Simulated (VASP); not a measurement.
# BaS (Fm-3m) in VASP: notebook

Runs on BaS. Level: PBE. Tasks: electric field gradients.

Program: VASP 6.6.1. These are calculated values, not measurements. Logs are shortened: lines on timing, memory, paths and dates and some standing lists are left out, and cuts for length are marked.

## Step 1: The cell of the first run

It takes space group Fm-3m (No. 225, cubic). The conventional cell has a = 6.279 Å, b = 6.279 Å, c = 6.279 Å, α = 90.00°, β = 90.00°, γ = 90.00°. Ba (site symmetry m-3m) has 6 S at 3.14 Å within 4.1 Å. S (site symmetry m-3m) has 6 Ba at 3.14 Å within 4.1 Å.

## Step 2: Electric field gradients, PBE (30.95 Å³/atom)

INCAR reads:

```
SYSTEM = BaS
ALGO = Normal
EDIFF = 1E-8
ENCUT = 520
GGA = PE
ISIF = 2
ISMEAR = -1
LASPH = .True.
LCHARG = .False.
LEFG = .True.
LREAL = .False.
LWAVE = .False.
NBANDS = 15
NELM = 60
PREC = Accurate
SIGMA = 0.02
```

KPOINTS reads:

```
k-points
0
Gamma
  8 8 8
  0 0 0
```

POSCAR reads:

```
BaS
1.0
    0.0000000000      3.1396081846      3.1396081846
    3.1396081846      0.0000000000      3.1396081846
    3.1396081846      3.1396081846      0.0000000000
Ba S
1 1
Direct
    0.0000000000      0.0000000000      0.0000000000
    0.5000000000      0.5000000000      0.5000000000
```

Potentials or basis: VASP PAW PBE potentials, release 64 (Ba_sv, S).

On the command line:

```console
$ cat potpaw_PBE.64/Ba_sv/POTCAR potpaw_PBE.64/S/POTCAR > POTCAR
$ mpirun -np 1 vasp_std > vasp.out
```

OUTCAR:

```text
SYSTEM = BaS
   EDIFF = 1E-8
   ENCUT = 520
   GGA = PE
   ISIF = 2
   ISMEAR = -1
   LASPH = .True.
   LREAL = .False.
   NELM = 60
   PREC = Accurate

 ion  position               nearest neighbor table
   1  0.000  0.000  0.000-   2 3.14   2 3.14   2 3.14   2 3.14   2 3.14   2 3.14
   2  0.500  0.500  0.500-   1 3.14   1 3.14   1 3.14   1 3.14   1 3.14   1 3.14

  LATTYP: Found a face centered cubic cell.
 ALAT       =     6.2792163692

  Lattice vectors:

 A1 = (   0.0000000000,   3.1396081846,   3.1396081846)
 A2 = (   3.1396081846,   0.0000000000,   3.1396081846)
 A3 = (   3.1396081846,   3.1396081846,   0.0000000000)

Analysis of symmetry for initial positions (statically):
=====================================================================
 Subroutine PRICEL returns:
 Original cell was already a primitive cell.

 Routine SETGRP: Setting up the symmetry group for a
 face centered cubic supercell.

 Subroutine GETGRP returns: Found 48 space group operations
 (whereof 48 operations were pure point group operations)
 out of a pool of 48 trial point group operations.

The static configuration has the point symmetry O_h .

Analysis of symmetry for dynamics (positions and initial velocities):
=====================================================================
 Subroutine PRICEL returns:
 Original cell was already a primitive cell.

 Routine SETGRP: Setting up the symmetry group for a
 face centered cubic supercell.

 Subroutine GETGRP returns: Found 48 space group operations
 (whereof 48 operations were pure point group operations)
 out of a pool of 48 trial point group operations.

The dynamic configuration has the point symmetry O_h .

 Subroutine INISYM returns: Found 48 space group operations
 (whereof 48 operations are pure point group operations),
 and found     1 'primitive' translations

----------------------------------------------------------------------------------------

                                     Primitive cell

  volume of cell :      61.8951

  direct lattice vectors                    reciprocal lattice vectors
     0.000000000  3.139608185  3.139608185    -0.159255541  0.159255541  0.159255541
     3.139608185  0.000000000  3.139608185     0.159255541 -0.159255541  0.159255541
     3.139608185  3.139608185  0.000000000     0.159255541  0.159255541 -0.159255541

  length of vectors
     4.440076475  4.440076475  4.440076475     0.275838688  0.275838688  0.275838688

  position of ions in fractional coordinates (direct lattice)
     0.000000000  0.000000000  0.000000000
     0.500000000  0.500000000  0.500000000

  ion indices of the primitive-cell ions
   primitive index   ion index
                 1           1
                 2           2

----------------------------------------------------------------------------------------

 KPOINTS: k-points

Automatic generation of k-mesh.
 Grid dimensions read from file:
 generate k-points for:    8    8    8

 Generating k-lattice:

  Cartesian coordinates                     Fractional coordinates (reciprocal lattice)
    -0.019906943  0.019906943  0.019906943     0.125000000  0.000000000  0.000000000
     0.019906943 -0.019906943  0.019906943     0.000000000  0.125000000  0.000000000
     0.019906943  0.019906943 -0.019906943     0.000000000  0.000000000  0.125000000

  Length of vectors
     0.034479836  0.034479836  0.034479836

  Shift w.r.t. Gamma in fractional coordinates (k-lattice)
     0.000000000  0.000000000  0.000000000

 Subroutine IBZKPT returns following result:
 ===========================================

 Found     29 irreducible k-points:

 Following reciprocal coordinates:
            Coordinates               Weight
  0.000000  0.000000  0.000000      1.000000
  0.125000  0.000000  0.000000      8.000000
  0.250000  0.000000  0.000000      8.000000
  0.375000  0.000000  0.000000      8.000000
  0.500000  0.000000  0.000000      4.000000
  0.125000  0.125000  0.000000      6.000000
[... 16 lines left out ...]
  0.500000  0.250000  0.125000     48.000000
 -0.375000  0.250000  0.125000     24.000000
 [... further k-points ...]
   k-points           NKPTS =     29   k-points in BZ     NKDIM =     29   number of bands    NBANDS=     15
   number of dos      NEDOS =    301   number of ions     NIONS =      2
   total plane-waves  NPLWV =  46656
   dimension x,y,z NGX =    36 NGY =   36 NGZ =   36
   dimension x,y,z NGXF=    72 NGYF=   72 NGZF=   72
   ions per type =               1   1
   NGX,Y,Z   is equivalent  to a cutoff of  13.48, 13.48, 13.48 a.u.
   NGXF,Y,Z  is equivalent  to a cutoff of  26.96, 26.96, 26.96 a.u.
 SYSTEM =  BaS
   PREC   = accura    normal or accurate (medium, high low for compatibility)
   ISTART =      0    job   : 0-new  1-cont  2-samecut
   ICHARG =      2    charge: 1-file 2-atom 10-const
   ISPIN  =      1    spin polarized calculation?
   LNONCOLLINEAR =      F non collinear calculations
   LSORBIT =      F    spin-orbit coupling
   LASPH  =      T    aspherical Exc in radial PAW
   ENCUT  =  520.0 eV  38.22 Ry    6.18 a.u.   8.26  8.26  8.26*2*pi/ulx,y,z
   NELM   =     60;   NELMIN=  2; NELMDL= -5     # of ELM steps
   EDIFF  = 0.1E-07   stopping-criterion for ELM
   LREAL  =      F    real-space projection
   EDIFFG = 0.1E-06   stopping-criterion for IOM
   NSW    =      0    number of steps for IOM
   IBRION =     -1    ionic relax: 0-MD 1-quasi-New 2-CG
   NFREE  =      0    steps in history (QN), initial steepest desc. (CG)
   ISIF   =      2    stress and relaxation
   ISYM   =      2    0-nonsym 1-usesym 2-fastsym
   POTIM  = 0.5000    time-step for ionic-motion
   TEBEG  =    0.0;   TEEND  =   0.0 temperature during run
   PSTRESS=    0.0 pullay stress
   NELECT =      16.0000    total number of electrons
   NUPDOWN=      -1.0000    fix difference up-down
   EMIN   =  10.00;   EMAX   =-10.00  energy-range for DOS
   EFERMI =   0.00;   METHOD = LEGACY
   ISMEAR =    -1;   SIGMA  =   0.02  broadening in eV -4-tet -1-fermi 0-gaus
   EFERMI_NEDOS =   21; number of points for ismear=-14 and -15
   IALGO  =     38    algorithm
   IMIX   =      4    mixing-type and parameters
     AMIX     =   0.40;   BMIX     =  1.00
     AMIX_MAG =   1.60;   BMIX_MAG =  1.00
  volume/ion in A,a.u.               =      30.95       208.84
  Fermi-wavevector in a.u.,A,eV,Ry     =   1.042868  1.970735 14.797340  1.087574
  Thomas-Fermi vector in A             =   2.177552
   LORBIT       =      0    0 simple, 1 ext, 2 COOP (PROOUT), +10 PAW based schemes
   GGA     = PE    functional components
   LHFCALC =     F    Hartree Fock is set to
   AEXX    =    0.0000 exact exchange contribution
   IVDW    =     0    specifies the selected vdW correction
   LEPSILON=     F    determine dielectric tensor
   LRPA    =     F    only Hartree local field effects (RPA)
 non-spin polarized calculation
  energy-cutoff  :      520.00
  volume of cell :       61.90
 maximum number of plane-waves:      1700
 NGX is ok and might be reduce to    36
   NGX = 17   NGY = 17   NGZ = 17

 number of electron      15.9999998 magnetization

 Free energy of the ion-electron system (eV)
  ---------------------------------------------------
  ext. energy  EPLUGINS =         0.00000000
  ---------------------------------------------------
  free energy    TOTEN  =       -10.12870345 eV

  energy without entropy =      -10.12870345  energy(sigma->0) =      -10.12870345

 E-fermi :   2.1905     XC(G=0):  -8.8413

 val. band max:        1.7296347617   @ k =   0.0000   0.0000   0.0000
 cond. band min:       3.7415831811   @ k =   0.5000   0.5000   0.0000
 fundamental gap:      2.0119484193
 Fermi energy:         2.1905384848

 k-point     1 :       0.0000    0.0000    0.0000
  band No.  band energies     occupation
      1     -24.1885      2.00000
      2      -9.2364      2.00000
      3      -9.2364      2.00000
      4      -9.2364      2.00000
      5      -8.7121      2.00000
      6       1.7296      2.00000
      7       1.7296      2.00000
      8       1.7296      2.00000
      9       5.5871      0.00000
     10       5.5980      0.00000
     11       5.5980      0.00000
     12       5.5980      0.00000
     13       6.5790      0.00000
     14       6.5790      0.00000
     15      10.5485      0.00000

 k-point     2 :       0.1250    0.0000    0.0000
  band No.  band energies     occupation
      1     -24.1801      2.00000
      2      -9.6538      2.00000
      3      -9.2430      2.00000
      4      -9.2430      2.00000
      5      -8.2815      2.00000
      6       1.3003      2.00000
      7       1.4957      2.00000
      8       1.4957      2.00000
      9       5.6215      0.00000
     10       5.8459      0.00000
     11       5.8459      0.00000
     12       6.1937      0.00000
     13       7.0734      0.00000
     14       7.0734      0.00000
     15      11.2096      0.00000

 k-point     3 :       0.2500    0.0000    0.0000
  band No.  band energies     occupation
      1     -24.1596      2.00000
      2     -10.1561      2.00000
      3      -9.2585      2.00000
      4      -9.2585      2.00000
      5      -7.7447      2.00000
      6       0.5189      2.00000
      7       1.0388      2.00000
      8       1.0388      2.00000
      9       5.8713      0.00000
     10       6.5399      0.00000
     11       6.5399      0.00000
     12       7.4239      0.00000
     13       8.3039      0.00000
     14       8.3039      0.00000
     15      12.5945      0.00000
[... 343 lines left out ...]
 k-point    23 :       0.5000    0.2500    0.1250
  band No.  band energies     occupation
      1     -24.1285      2.00000
      2     -10.3234      2.00000
      3      -9.4597      2.00000
      4      -9.3331      2.00000
      5      -7.6244      2.00000
      6       0.1982      2.00000
      7       0.7383      2.00000
      8       1.1777      2.00000
      9       5.6199      0.00000
     10       7.5295      0.00000
     11       8.0474      0.00000
     12       8.2511      0.00000
     13       9.4734      0.00000
     14      10.7957      0.00000
     15      11.5254      0.00000

 k-point    24 :      -0.3750    0.2500    0.1250
  band No.  band energies     occupation
      1     -24.1217      2.00000
      2     -10.3797      2.00000
      3      -9.4710      2.00000
      4      -9.3629      2.00000
      5      -7.5807      2.00000
      6       0.1668      2.00000
      7       0.8082      2.00000
      8       0.9113      2.00000
      9       6.4951      0.00000
     10       6.6901      0.00000
     11       8.6028      0.00000
     12       8.9135      0.00000
     13       9.8695      0.00000
     14      10.7864      0.00000
     15      11.5869      0.00000

 [... further k-points ...]

------------------------ aborting loop because EDIFF is reached ----------------------------------------

  FORCE on cell =-STRESS in cart. coord.  units (eV):
  Direction    XX          YY          ZZ          XY          YZ          ZX
  --------------------------------------------------------------------------------------
  -------------------------------------------------------------------------------------
  Total        1.6081149      1.6081149      1.6081149      0.0000000     -0.0000000      0.0000000
  in kB       41.6266339     41.6266339     41.6266339      0.0000000     -0.0000000      0.0000000
  external PRESSURE =      41.6266339 kB  Pullay stress =       0.0000000 kB

 VOLUME and BASIS-vectors are now :
 -----------------------------------------------------------------------------
  energy-cutoff  :      520.00
  volume of cell :       61.90
      direct lattice vectors                 reciprocal lattice vectors
     0.000000000  3.139608185  3.139608185    -0.159255541  0.159255541  0.159255541
     3.139608185  0.000000000  3.139608185     0.159255541 -0.159255541  0.159255541
     3.139608185  3.139608185  0.000000000     0.159255541  0.159255541 -0.159255541

 POSITION                                       TOTAL-FORCE (eV/Angst)
 -----------------------------------------------------------------------------------
      0.00000      0.00000      0.00000        -0.000000      0.000000     -0.000000
      3.13961      3.13961      3.13961         0.000000      0.000000      0.000000
 -----------------------------------------------------------------------------------
    total drift:                                0.000000      0.000000      0.000000

  FREE ENERGIE OF THE ION-ELECTRON SYSTEM (eV)
  ---------------------------------------------------
  free  energy   TOTEN  =       -10.1287034467 eV

  energy  without entropy=      -10.1287034467  energy(sigma->0) =      -10.12870345

 Electric field gradients (V/A^2)
---------------------------------------------------------------------
 ion       V_xx      V_yy      V_zz      V_xy      V_xz      V_yz
---------------------------------------------------------------------
   1      -0.000     0.000     0.000     0.000     0.000     0.000
   2      -0.000     0.000     0.000     0.000     0.000     0.000
---------------------------------------------------------------------

 Electric field gradients after diagonalization (V/A^2)
 (convention: |V_zz| > |V_xx| > |V_yy|)
----------------------------------------------------------------------
 ion       V_xx      V_yy      V_zz     asymmetry (V_yy - V_xx)/ V_zz
----------------------------------------------------------------------
   1      -0.000    -0.000     0.000       0.000
   2      -0.000    -0.000     0.001       0.000
----------------------------------------------------------------------

           NMR quadrupolar parameters

 Cq : quadrupolar parameter    Cq=e*Q*V_zz/h
 eta: asymmetry parameters     (V_yy - V_xx)/ V_zz
 Q  : nuclear electric quadrupole moment in mb (millibarn)
----------------------------------------------------------------------
 ion       Cq(MHz)       eta       Q (mb)
----------------------------------------------------------------------
   1       0.000       0.000       1.000
   2       0.000       0.000       1.000
----------------------------------------------------------------------
```

Wall time 32 s (1 thread of Intel Xeon Platinum 8259CL at 2.50GHz (Skylake/Cascade Lake), shared host); peak memory 0.21 GiB.

Results:

| Quantity | Value |
| --- | --- |
| Free energy | -10.1287 eV |
| Pressure | 4.2 GPa |
| Band gap on the k mesh | 2.01 eV (least direct gap 2.12 eV) |
| Largest electric field gradient by atom | under 0.05 V/Å² on every atom |

Levels at points of the mesh, in eV from the valence-band top:
| k point | band 5 | band 6 | band 7 | band 8 | band 9 | band 10 | band 11 | band 12 |
| --- | --- | --- | --- | --- | --- | --- | --- | --- |
| (0.00, 0.00, 0.00) | -10.44 | 0.00 | 0.00 | 0.00 | 3.86 | 3.87 | 3.87 | 3.87 |
| (0.50, 0.00, 0.00) | -8.95 | -2.05 | -1.19 | -1.19 | 5.72 | 5.85 | 6.50 | 6.50 |
| (0.50, 0.50, 0.00) | -10.36 | -0.46 | -0.11 | -0.11 | 2.01 | 6.06 | 6.35 | 7.77 |

Caveat: the cell stands under pressure; spin-orbit coupling is left out, which moves the levels of the heavy elements. A k mesh can miss the band edges.

[end of part 1 of 3]
